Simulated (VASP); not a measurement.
# AlNi3 (Fm-3m) in VASP: further runs

Runs on AlNi3. Level: r2SCAN. Tasks: single point.

Everything below comes from runs of VASP 6.6.1. Logs are shortened: lines on timing, memory, paths and dates and some standing lists are left out, and cuts for length are marked.

## Step 1: The cell of the first run

It takes space group Fm-3m (No. 225, cubic). The conventional cell has a = 5.489 Å, b = 5.489 Å, c = 5.489 Å, α = 90.00°, β = 90.00°, γ = 90.00°. Within 3.1 Å of Al (site symmetry m-3m) lie 14 Ni at 2.38 to 2.74 Å. Ni (site symmetry -43m) has 4 Al at 2.38 Å and 10 Ni at 2.38 to 2.74 Å within 3.1 Å. Ni (site symmetry m-3m) has 8 Ni at 2.38 Å and 6 Al at 2.74 Å within 3.1 Å.

## Step 2: Single point, r2SCAN (10.34 Å³/atom)

Contents of POSCAR:

```
AlNi3
1.0
    0.0000000000      2.7446913027      2.7446913027
    2.7446913027      0.0000000000      2.7446913027
    2.7446913027      2.7446913027      0.0000000000
Al Ni
1 3
Direct
    0.5000000000      0.5000000000      0.5000000000
    0.2500000000      0.2500000000      0.2500000000
    0.0000000000      0.0000000000      0.0000000000
    0.7500000000      0.7500000000      0.7500000000
```

Contents of INCAR.step1:

```
SYSTEM = AlNi3
ALGO     = Normal         ! electronic algorithm
EDIFF    = 1E-4           ! SCF threshold, eV
ENCUT    = 520            ! plane-wave cutoff, eV
GGA      = PE             ! functional
ISMEAR   = 0              ! smearing method
LASPH    = .TRUE.         ! aspherical terms in the spheres
LCHARG   = .FALSE.        ! write CHGCAR
LREAL    = .FALSE.        ! projectors in reciprocal space
LWAVE    = .TRUE.         ! write WAVECAR
NBANDS   = 24             ! bands
NELM     = 80             ! most SCF steps
PREC     = Accurate       ! precision mode
SIGMA    = 0.1            ! smearing width, eV
```

Contents of INCAR.step2:

```
SYSTEM = AlNi3
ALGO     = Normal         ! electronic algorithm
EDIFF    = 1E-7           ! SCF threshold, eV
ENCUT    = 520            ! plane-wave cutoff, eV
ISIF     = 2              ! what is computed and relaxed
ISMEAR   = 0              ! smearing method
ISTART   = 1            
LASPH    = .TRUE.         ! aspherical terms in the spheres
LCHARG   = .FALSE.        ! write CHGCAR
LMIXTAU  = .TRUE.       
LREAL    = .FALSE.        ! projectors in reciprocal space
LWAVE    = .FALSE.        ! write WAVECAR
METAGGA  = R2SCAN         ! meta-GGA
NBANDS   = 24             ! bands
NELM     = 80             ! most SCF steps
PREC     = Accurate       ! precision mode
SIGMA    = 0.1            ! smearing width, eV
```

Contents of KPOINTS:

```
k-points
0
G
  14 14 14
  0 0 0
```

Potentials or basis: VASP PAW PBE potentials, release 64 (Al, Ni).

Launch:

```bash
$ cat potpaw_PBE.64/Al/POTCAR potpaw_PBE.64/Ni/POTCAR > POTCAR
$ cp INCAR.step1 INCAR
$ mpirun -np 1 vasp_std > vasp.out
$ cp INCAR.step2 INCAR
$ mpirun -np 1 vasp_std > vasp.out
```

OUTCAR:

```text
SYSTEM = AlNi3
   EDIFF = 1E-7
   ENCUT = 520
   ISIF = 2
   ISMEAR = 0
   ISTART = 1
   LASPH = .TRUE.
   LREAL = .FALSE.
   METAGGA = R2SCAN
   NELM = 80
   PREC = Accurate

 ion  position               nearest neighbor table
   1  0.500  0.500  0.500-   2 2.38   2 2.38   2 2.38   2 2.38   4 2.38   4 2.38   4 2.38   4 2.38
                             3 2.74   3 2.74   3 2.74   3 2.74   3 2.74   3 2.74
   2  0.250  0.250  0.250-   3 2.38   3 2.38   3 2.38   1 2.38   3 2.38   1 2.38   1 2.38   1 2.38
                             4 2.74   4 2.74   4 2.74   4 2.74   4 2.74   4 2.74
   3  0.000  0.000  0.000-   4 2.38   4 2.38   4 2.38   2 2.38   4 2.38   2 2.38   2 2.38   2 2.38
                             1 2.74   1 2.74   1 2.74   1 2.74   1 2.74   1 2.74
   4  0.750  0.750  0.750-   1 2.38   1 2.38   1 2.38   1 2.38   3 2.38   3 2.38   3 2.38   3 2.38
                             2 2.74   2 2.74   2 2.74   2 2.74   2 2.74   2 2.74

  LATTYP: Found a face centered cubic cell.
 ALAT       =     5.4893826054

  Lattice vectors:

 A1 = (   0.0000000000,   2.7446913027,   2.7446913027)
 A2 = (   2.7446913027,   0.0000000000,   2.7446913027)
 A3 = (   2.7446913027,   2.7446913027,   0.0000000000)

Analysis of symmetry for initial positions (statically):
=====================================================================
 Subroutine PRICEL returns:
 Original cell was already a primitive cell.

 Routine SETGRP: Setting up the symmetry group for a
 face centered cubic supercell.

 Subroutine GETGRP returns: Found 48 space group operations
 (whereof 48 operations were pure point group operations)
 out of a pool of 48 trial point group operations.

The static configuration has the point symmetry O_h .

Analysis of symmetry for dynamics (positions and initial velocities):
=====================================================================
 Subroutine PRICEL returns:
 Original cell was already a primitive cell.

 Routine SETGRP: Setting up the symmetry group for a
 face centered cubic supercell.

 Subroutine GETGRP returns: Found 48 space group operations
 (whereof 48 operations were pure point group operations)
 out of a pool of 48 trial point group operations.

The dynamic configuration has the point symmetry O_h .

 Subroutine INISYM returns: Found 48 space group operations
 (whereof 48 operations are pure point group operations),
 and found     1 'primitive' translations

----------------------------------------------------------------------------------------

                                     Primitive cell

  volume of cell :      41.3533

  direct lattice vectors                    reciprocal lattice vectors
     0.000000000  2.744691303  2.744691303    -0.182169849  0.182169849  0.182169849
     2.744691303  0.000000000  2.744691303     0.182169849 -0.182169849  0.182169849
     2.744691303  2.744691303  0.000000000     0.182169849  0.182169849 -0.182169849

  length of vectors
     3.881579665  3.881579665  3.881579665     0.315527434  0.315527434  0.315527434

  position of ions in fractional coordinates (direct lattice)
     0.500000000  0.500000000  0.500000000
     0.250000000  0.250000000  0.250000000
     0.000000000  0.000000000  0.000000000
     0.750000000  0.750000000  0.750000000

  ion indices of the primitive-cell ions
   primitive index   ion index
                 1           1
                 2           2
                 3           3
                 4           4

----------------------------------------------------------------------------------------

 KPOINTS: k-points

Automatic generation of k-mesh.
 Grid dimensions read from file:
 generate k-points for:   14   14   14

 Generating k-lattice:

  Cartesian coordinates                     Fractional coordinates (reciprocal lattice)
    -0.013012132  0.013012132  0.013012132     0.071428571  0.000000000  0.000000000
     0.013012132 -0.013012132  0.013012132     0.000000000  0.071428571  0.000000000
     0.013012132  0.013012132 -0.013012132     0.000000000  0.000000000  0.071428571

  Length of vectors
     0.022537674  0.022537674  0.022537674

  Shift w.r.t. Gamma in fractional coordinates (k-lattice)
     0.000000000  0.000000000  0.000000000

 Subroutine IBZKPT returns following result:
 ===========================================

 Found    104 irreducible k-points:

 Following reciprocal coordinates:
            Coordinates               Weight
  0.000000  0.000000  0.000000      1.000000
  0.071429  0.000000  0.000000      8.000000
  0.142857  0.000000  0.000000      8.000000
  0.214286  0.000000  0.000000      8.000000
  0.285714  0.000000  0.000000      8.000000
  0.357143  0.000000  0.000000      8.000000
[... 16 lines left out ...]
  0.214286  0.142857  0.000000     24.000000
  0.285714  0.142857  0.000000     24.000000
 [... further k-points ...]
   k-points           NKPTS =    104   k-points in BZ     NKDIM =    104   number of bands    NBANDS=     24
   number of dos      NEDOS =    301   number of ions     NIONS =      4
   total plane-waves  NPLWV =  27000
   dimension x,y,z NGX =    30 NGY =   30 NGZ =   30
   dimension x,y,z NGXF=    60 NGYF=   60 NGZF=   60
   ions per type =               1   3
   NGX,Y,Z   is equivalent  to a cutoff of  12.85, 12.85, 12.85 a.u.
   NGXF,Y,Z  is equivalent  to a cutoff of  25.70, 25.70, 25.70 a.u.
 SYSTEM =  AlNi3
   PREC   = accura    normal or accurate (medium, high low for compatibility)
   ISTART =      1    job   : 0-new  1-cont  2-samecut
   ICHARG =      0    charge: 1-file 2-atom 10-const
   ISPIN  =      1    spin polarized calculation?
   LNONCOLLINEAR =      F non collinear calculations
   LSORBIT =      F    spin-orbit coupling
   LASPH  =      T    aspherical Exc in radial PAW
   ENCUT  =  520.0 eV  38.22 Ry    6.18 a.u.   7.22  7.22  7.22*2*pi/ulx,y,z
   NELM   =     80;   NELMIN=  2; NELMDL=  0     # of ELM steps
   EDIFF  = 0.1E-06   stopping-criterion for ELM
   LREAL  =      F    real-space projection
   EDIFFG = 0.1E-05   stopping-criterion for IOM
   NSW    =      0    number of steps for IOM
   IBRION =     -1    ionic relax: 0-MD 1-quasi-New 2-CG
   NFREE  =      0    steps in history (QN), initial steepest desc. (CG)
   ISIF   =      2    stress and relaxation
   ISYM   =      2    0-nonsym 1-usesym 2-fastsym
   POTIM  = 0.5000    time-step for ionic-motion
   TEBEG  =    0.0;   TEEND  =   0.0 temperature during run
   PSTRESS=    0.0 pullay stress
   NELECT =      33.0000    total number of electrons
   NUPDOWN=      -1.0000    fix difference up-down
   EMIN   =  10.00;   EMAX   =-10.00  energy-range for DOS
   EFERMI =   0.00;   METHOD = LEGACY
   ISMEAR =     0;   SIGMA  =   0.10  broadening in eV -4-tet -1-fermi 0-gaus
   EFERMI_NEDOS =   21; number of points for ismear=-14 and -15
   IALGO  =     38    algorithm
   IMIX   =      4    mixing-type and parameters
     AMIX     =   0.40;   BMIX     =  1.00
     AMIX_MAG =   1.60;   BMIX_MAG =  1.00
  volume/ion in A,a.u.               =      10.34        69.77
  Fermi-wavevector in a.u.,A,eV,Ry     =   1.518481  2.869513 31.372095  2.305784
  Thomas-Fermi vector in A             =   2.627596
   LORBIT       =      0    0 simple, 1 ext, 2 COOP (PROOUT), +10 PAW based schemes
   METAGGA = R2SCAN    functional components
   LHFCALC =     F    Hartree Fock is set to
   AEXX    =    0.0000 exact exchange contribution
   IVDW    =     0    specifies the selected vdW correction
   LEPSILON=     F    determine dielectric tensor
   LRPA    =     F    only Hartree local field effects (RPA)
 non-spin polarized calculation
 Gauss-broadening in eV      SIGMA  =   0.10
  energy-cutoff  :      520.00
  volume of cell :       41.35
 maximum number of plane-waves:      1139
 NGX is ok and might be reduce to    30
   NGX = 15   NGY = 15   NGZ = 15

 number of electron      33.0000004 magnetization

 Free energy of the ion-electron system (eV)
  ---------------------------------------------------
  ext. energy  EPLUGINS =         0.00000000
  ---------------------------------------------------
  free energy    TOTEN  =       -43.93303320 eV

  energy without entropy =      -43.92191515  energy(sigma->0) =      -43.92747417

 E-fermi :  10.6636     XC(G=0): -14.2611

 val. band max:       10.6617272347   @ k =   0.4286   0.4286   0.0000
 cond. band min:      10.6783657282   @ k =  -0.3571   0.5000   0.1429
 fundamental gap:      0.0166384935
 Fermi energy:        10.6636253422

 k-point     1 :       0.0000    0.0000    0.0000
  band No.  band energies     occupation
      1      -0.4650      2.00000
      2       6.5414      2.00000
      3       6.5414      2.00000
      4       6.7162      2.00000
      5       6.7162      2.00000
      6       6.7162      2.00000
[... 16 lines left out ...]
     23      19.3933      0.00000
     24      20.2520      0.00000

 k-point     2 :       0.0714    0.0000    0.0000
  band No.  band energies     occupation
      1      -0.3818      2.00000
      2       6.5055      2.00000
      3       6.5055      2.00000
      4       6.6754      2.00000
      5       6.7986      2.00000
      6       6.7986      2.00000
[... 16 lines left out ...]
     23      19.6091      0.00000
     24      19.9801      0.00000

 k-point     3 :       0.1429    0.0000    0.0000
  band No.  band energies     occupation
      1      -0.1337      2.00000
      2       6.4733      2.00000
      3       6.4733      2.00000
      4       6.5510      2.00000
      5       6.9644      2.00000
      6       6.9644      2.00000
[... 16 lines left out ...]
     23      19.6853      0.00000
     24      19.6853      0.00000
[... 514 lines left out ...]
 k-point    23 :       0.2143    0.1429    0.0000
  band No.  band energies     occupation
      1       0.2736      2.00000
      2       5.9925      2.00000
      3       6.7549      2.00000
      4       6.8197      2.00000
      5       7.0294      2.00000
      6       7.0804      2.00000
[... 16 lines left out ...]
     23      19.1844      0.00000
     24      21.5291      0.00000

 k-point    24 :       0.2857    0.1429    0.0000
  band No.  band energies     occupation
      1       0.7254      2.00000
      2       5.8321      2.00000
      3       6.6905      2.00000
      4       6.7869      2.00000
      5       7.2240      2.00000
      6       7.2340      2.00000
[... 16 lines left out ...]
     23      19.1478      0.00000
     24      21.5318      0.00000

 [... further k-points ...]

------------------------ aborting loop because EDIFF is reached ----------------------------------------

  FORCE on cell =-STRESS in cart. coord.  units (eV):
  Direction    XX          YY          ZZ          XY          YZ          ZX
  --------------------------------------------------------------------------------------
  -------------------------------------------------------------------------------------
  Total        3.7376703      3.7376703      3.7376703      0.0000000      0.0000000      0.0000000
  in kB      144.8108368    144.8108368    144.8108368      0.0000000      0.0000000      0.0000000
  external PRESSURE =     144.8108368 kB  Pullay stress =       0.0000000 kB

 VOLUME and BASIS-vectors are now :
 -----------------------------------------------------------------------------
  energy-cutoff  :      520.00
  volume of cell :       41.35
      direct lattice vectors                 reciprocal lattice vectors
     0.000000000  2.744691303  2.744691303    -0.182169849  0.182169849  0.182169849
     2.744691303  0.000000000  2.744691303     0.182169849 -0.182169849  0.182169849
     2.744691303  2.744691303  0.000000000     0.182169849  0.182169849 -0.182169849

 POSITION                                       TOTAL-FORCE (eV/Angst)
 -----------------------------------------------------------------------------------
      2.74469      2.74469      2.74469        -0.000000      0.000000      0.000000
      1.37235      1.37235      1.37235        -0.000000     -0.000000     -0.000000
      0.00000      0.00000      0.00000        -0.000000      0.000000      0.000000
      4.11704      4.11704      4.11704         0.000000      0.000000      0.000000
 -----------------------------------------------------------------------------------
    total drift:                                0.000000     -0.000000      0.000000

  FREE ENERGIE OF THE ION-ELECTRON SYSTEM (eV)
  ---------------------------------------------------
  free  energy   TOTEN  =       -43.9330332004 eV

  energy  without entropy=      -43.9219151481  energy(sigma->0) =      -43.92747417
```

Wall time 11 min (1 thread of Intel Xeon 8259CL, shared host); peak memory 0.23 GiB.

Results:

| Item | Value |
| --- | --- |
| Free energy | -43.9330 eV |
| Pressure | 14.5 GPa |
| Band gap on the k mesh | zero (an odd number of electrons rules out a gap without spin polarisation) |

Caveat: the cell stands under pressure; the PAW data sets were made with another functional, which shifts forces and pressure a little. Spin polarisation is off, so any magnetic state and its effect on volume and gap are missing.

## Step 3: Single point, r2SCAN (10.67 Å³/atom)

This run uses another cell than the first one, of 10.67 Å³/atom.

Contents of POSCAR:

```
AlNi3
1.0
    0.0000000000      2.7735849134      2.7735849134
    2.7735849134      0.0000000000      2.7735849134
    2.7735849134      2.7735849134      0.0000000000
Al Ni
1 3
Direct
    0.5000000000      0.5000000000      0.5000000000
    0.2500000000      0.2500000000      0.2500000000
    0.0000000000      0.0000000000      0.0000000000
    0.7500000000      0.7500000000      0.7500000000
```

Contents of INCAR.step1:

```
  PREC = Accurate
  ENCUT = 520
  ISMEAR = 0
  SIGMA = 0.1
  LREAL = False
  LASPH = True
  NELM = 60
  NBANDS = 24
  GGA = PE
  ALGO = Normal
  EDIFF = 1E-4
  LWAVE = True
  LCHARG = False
```

Contents of INCAR.step2:

```
  PREC = Accurate
  ENCUT = 520
  EDIFF = 1E-6
  ISMEAR = 0
  SIGMA = 0.1
  LREAL = False
  LASPH = True
  NELM = 60
  ALGO = Normal
  ISIF = 2
  LWAVE = False
  LCHARG = True
  METAGGA = R2SCAN
  LMIXTAU = True
  LELF = True
  LVHAR = True
  NBANDS = 24
  ISTART = 1
```

Contents of KPOINTS:

```
Automatic mesh
0
Gamma
  14 14 14
```

Potentials or basis: VASP PAW PBE potentials, release 64 (Al, Ni).

Launch:

```bash
$ cat potpaw_PBE.64/Al/POTCAR potpaw_PBE.64/Ni/POTCAR > POTCAR
$ cp INCAR.step1 INCAR
$ mpirun -np 1 vasp_std > vasp.out
$ cp INCAR.step2 INCAR
$ mpirun -np 1 vasp_std > vasp.out
```

Wall time 13 min (1 thread of Intel Xeon 8259CL, shared host); peak memory 0.24 GiB.

It converged, with:

| Property | Result |
| --- | --- |
| Free energy | -44.0189 eV |
| Pressure | 6.7 GPa |
| Band gap on the k mesh | zero (an odd number of electrons rules out a gap without spin polarisation) |

Levels at points of the mesh, in eV from the Fermi level:
```
           k point  band 12  band 13  band 14  band 15  band 16  band 17  band 18  band 19  band 20  band 21
(0.00, 0.00, 0.00)    -1.01    -0.62    -0.62    -0.60    -0.60     5.75     5.75     5.75     6.33     6.33
(0.50, 0.00, 0.00)    -1.87    -0.72    -0.72    -0.52    -0.52    -0.15     4.57     4.57     5.12     5.12
(0.50, 0.50, 0.00)    -1.32    -1.16    -0.77    -0.63    -0.45    -0.38    -0.38    -0.02     4.64     5.16
```

Caveat: the cell stands under pressure; the PAW data sets were made with another functional, which shifts forces and pressure a little.

## Step 4: Single point, r2SCAN

This run uses another cell than the first one, of 11.00 Å³/atom.

Contents of POSCAR:

```
AlNi3
1.0
    0.0000000000      2.8018887551      2.8018887551
    2.8018887551      0.0000000000      2.8018887551
    2.8018887551      2.8018887551      0.0000000000
Al Ni
1 3
Direct
    0.5000000000      0.5000000000      0.5000000000
    0.2500000000      0.2500000000      0.2500000000
    0.0000000000      0.0000000000      0.0000000000
    0.7500000000      0.7500000000      0.7500000000
```

Contents of INCAR.step1:

```
SYSTEM = AlNi3
ALGO = Normal
EDIFF = 1E-4
ENCUT = 520
GGA = PE
ISMEAR = 0
LASPH = .True.
LCHARG = .False.
LREAL = .False.
LWAVE = .True.
NBANDS = 24
NELM = 60
PREC = Accurate
SIGMA = 0.1
```

Contents of INCAR.step2:

```
SYSTEM = AlNi3
ALGO = Normal
EDIFF = 1E-6
ENCUT = 520
ISIF = 2
ISMEAR = 0
ISTART = 1
LASPH = .True.
LCHARG = .False.
LMIXTAU = .True.
LREAL = .False.
LWAVE = .False.
METAGGA = R2SCAN
NBANDS = 24
NELM = 60
PREC = Accurate
SIGMA = 0.1
```

Contents of KPOINTS:

```
k-points
0
Gamma
  14 14 14
  0 0 0
```

Launch:

```bash
$ cat potpaw_PBE.64/Al/POTCAR potpaw_PBE.64/Ni/POTCAR > POTCAR
$ cp INCAR.step1 INCAR
$ mpirun -np 1 vasp_std > vasp.out
$ cp INCAR.step2 INCAR
$ mpirun -np 1 vasp_std > vasp.out
```

Wall time 11 min (1 thread of Intel Xeon 8259CL, shared host); peak memory 0.24 GiB.

Results (log left out):

| Item | Value |
| --- | --- |
| Free energy | -44.0462 eV |
| Pressure | 0.1 GPa |
| Band gap on the k mesh | zero (an odd number of electrons rules out a gap without spin polarisation) |

Levels at points of the mesh, in eV from the Fermi level:
```tsv
k point	band 12	band 13	band 14	band 15	band 16	band 17	band 18	band 19	band 20	band 21
(0.00, 0.00, 0.00)	-0.97	-0.59	-0.59	-0.58	-0.58	5.65	5.65	5.65	6.17	6.17
(0.50, 0.00, 0.00)	-1.79	-0.69	-0.69	-0.50	-0.50	-0.15	4.50	4.50	4.97	4.97
(0.50, 0.50, 0.00)	-1.26	-1.11	-0.74	-0.61	-0.44	-0.36	-0.36	-0.03	4.50	4.96
```

Caveat: the PAW data sets were made with another functional, which shifts forces and pressure a little.

(Continued in part 2 of 2.)
